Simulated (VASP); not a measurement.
The system is Al2BP3.

```
Al B P
1.0
     4.33124    0.00000    0.00000
    -2.16562    3.75096    0.00000
     0.00000    0.00000    6.82745
Al B P
2 1 3
Direct
  0.66667 0.33333 0.24834
  0.33333 0.66667 0.75166
  0.00000 0.00000 0.00000
  0.00000 0.00000 0.50000
  0.66667 0.33333 0.64932
  0.33333 0.66667 0.35068
```

The cell was built from a structure type or drawn by symmetry, and may not be a known phase.

* Program: VASP 6.6.1
* Task: relaxation of cell and atoms
* Functional: PBE
* Potentials or basis: VASP PAW PBE potentials, release 64 (Al, B, P)
* Cutoff: 600 eV
* k mesh: 6 × 6 × 4
* Occupations: gaussian, width 0.1 eV
* Spin: no spin polarisation

At the start: pressure -8.5 GPa; volume 18.49 Å³/atom.

**Question.** How do energy, volume and symmetry change on relaxing?

**Answer.** Over 48 steps the energy falls by 822.8 meV/atom and the volume is 14.07 Å³/atom (-23.9 %); space group P-3m1 (No. 164, to 0.1 Å) before and after.

Step by step:
| step | energy change (eV) | largest force (eV/Å) | pressure (GPa) | volume (Å³) |
| --- | --- | --- | --- | --- |
| 1 | 0.0000 | 0.4218 | -8.54 | 110.92 |
| 3 | -0.5197 | 1.2525 | 0.54 | 94.63 |
| 5 | -1.3049 | 1.5835 | 2.88 | 84.24 |
| 7 | -1.3968 | 1.6592 | 5.95 | 80.76 |
| 9 | -1.6836 | 0.9621 | 11.46 | 75.64 |
| 11 | -1.8246 | 0.6523 | 10.30 | 76.67 |
| 13 | -2.0436 | 0.4413 | 1.15 | 82.78 |
| 15 | -2.0457 | 0.4695 | 0.23 | 83.58 |
| 17 | -2.0765 | 0.3817 | 0.10 | 83.99 |
| 19 | -2.1916 | 0.3139 | -0.22 | 85.81 |
| 21 | -2.2285 | 0.5743 | -0.34 | 86.95 |
| 23 | -2.2350 | 0.6596 | -0.38 | 87.45 |
| 25 | -2.2700 | 0.8342 | -0.59 | 88.09 |
| 27 | -2.2745 | 0.9891 | -0.63 | 88.49 |
| 29 | -2.3655 | 0.8678 | -0.95 | 88.25 |
| 31 | -2.8179 | 0.7725 | -1.00 | 87.01 |
| 33 | -4.3639 | 1.5764 | 7.61 | 79.53 |
| 35 | -4.5336 | 1.5516 | 4.00 | 81.81 |
| 37 | -4.5531 | 1.4000 | 2.59 | 82.87 |
| 39 | -4.6052 | 1.1914 | 1.17 | 83.82 |
| 41 | -4.8956 | 0.4363 | -2.23 | 85.96 |
| 43 | -4.9274 | 0.0476 | 0.40 | 84.14 |
| 45 | -4.9331 | 0.0790 | 0.10 | 84.40 |
| 47 | -4.9367 | 0.0540 | 0.08 | 84.50 |
| 48 | -4.9368 | 0.0378 | 0.21 | 84.42 |

Final structure:
```xyz
6
Lattice="3.3816 0.0000 0.0000 -1.6908 2.9286 0.0000 0.0000 0.0000 8.5241" Properties=species:S:1:pos:R:3 pbc="T T T"
Al    1.6908    0.9762    1.0264
Al    0.0000    1.9524    7.4977
B     0.0000    0.0000    0.0000
P     0.0000    0.0000    4.2620
P     1.6908    0.9762    5.6401
P     0.0000    1.9524    2.8840
```

Caveat: the volume moved by over 15 % at a fixed basis, so the end points are rough.
